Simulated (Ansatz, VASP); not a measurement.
One calculation of HRh8, two programs

```
Rh H
1.0
     5.36502    0.00000    0.00000
     0.00000    3.79364    0.00000
     0.00000    0.00000   21.24008
Rh H
8 1
Direct
  0.25000 0.50000 0.18832
  0.75000 0.50000 0.18832
  0.00000 0.00000 0.25147
  0.50000 0.00000 0.25147
  0.25000 0.50000 0.31535
  0.75000 0.50000 0.31535
  0.00000 0.00000 0.37383
  0.50000 0.00000 0.37383
  0.25000 0.00000 0.52919
```

Alike in both runs: task single point; functional PBE; dispersion D3(BJ); k mesh 5 × 7 × 1; occupations gaussian, width 0.1 eV; no spin polarisation.

|  | VASP | Ansatz |
| --- | --- | --- |
| version | VASP 6.6.1 | Ansatz 0.2.0 |
| potentials or method | VASP PAW PBE potentials, release 64 (Rh_pv, H), cutoff 520 eV | scalar-relativistic, plane waves, PAW |
| valence electrons in the cell | 121 | 137 |

Ansatz gave:

```
gap on the k mesh at the Fermi level (eV) : none
rms of the force components (eV/Å)        : 0.287
```

Task: What did VASP give for the same quantities?

Result: gap on the k mesh at the Fermi level (eV): none; rms of the force components (eV/Å): 0.288.

Atom by atom the forces differ by 0.002 eV/Å (rms over components). A gap of «none» marks a metal or a gap that the smearing closes. VASP's potentials hold 121 valence electrons a cell and Ansatz's 137, so a difference there can come from the potentials and not from the codes.
